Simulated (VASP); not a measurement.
Set up this calculation in VASP 6.6.1, as the native input.

```
Task                   : single point
Functional             : PBE
Potentials or basis    : VASP PAW PBE potentials, release 64 (Sc_sv, Al)
Cutoff                 : 520 eV
k mesh                 : 9 × 9 × 1
Occupations            : gaussian, width 0.1 eV
Spin                   : no spin polarisation
Dipole correction      : yes
Further INCAR settings : ALGO = Normal; EDIFF = 1e-06; NBANDS = 38
```

The structure of Sc3Al7 lies in POSCAR:

```
Sc3Al7
1.0
    4.1053305961      0.0000000000      0.0000000000
    0.0000000000      4.1053305961      0.0000000000
    0.0000000000      0.0000000000     23.2106611922
Sc Al
3 7
Direct
    0.0000000000      0.0000000000      0.3231273740
    0.0000000000      0.0000000000      0.5000000000
    0.0000000000      0.0000000000      0.6768726260
    0.5000000000      0.5000000000      0.3231273740
    0.0000000000      0.5000000000      0.4115636870
    0.5000000000      0.0000000000      0.4115636870
    0.5000000000      0.5000000000      0.5000000000
    0.0000000000      0.5000000000      0.5884363130
    0.5000000000      0.0000000000      0.5884363130
    0.5000000000      0.5000000000      0.6768726260
```

The input as run:

INCAR

```
SYSTEM = Sc3Al7
PREC = Accurate ; ENCUT = 520
EDIFF = 1E-6 ; ISMEAR = 0
SIGMA = 0.1 ; LREAL = .False.
LASPH = .True. ; NELM = 100
ALGO = Normal ; ISIF = 2
LWAVE = .False. ; LCHARG = .True.
LDIPOL = .True. ; IDIPOL = 3
DIPOL = 0.5 0.5 0.500 ; GGA = PE
LELF = .True. ; LVHAR = .True.
LVACPOTAV = .True. ; NBANDS = 38
```

KPOINTS

```
Automatic mesh
0
Gamma
  9 9 1
  0 0 0
```

Potentials or basis: VASP PAW PBE potentials, release 64 (Sc_sv, Al).

Launch:

```sh
$ cat potpaw_PBE.64/Sc_sv/POTCAR potpaw_PBE.64/Al/POTCAR > POTCAR
$ mpirun -np 1 vasp_std > vasp.out
```

It gave:

- Largest force: 0.263 eV/Å
- Band gap on the k mesh: zero (band 27 reaches 1.46 eV, above the bottom of band 28 at 0.79 eV)

Wall time 6.3 min on 1 thread of AMD EPYC 7R43 64-Core Processor (Zen 3) (shared host), peak memory 0.47 GiB.
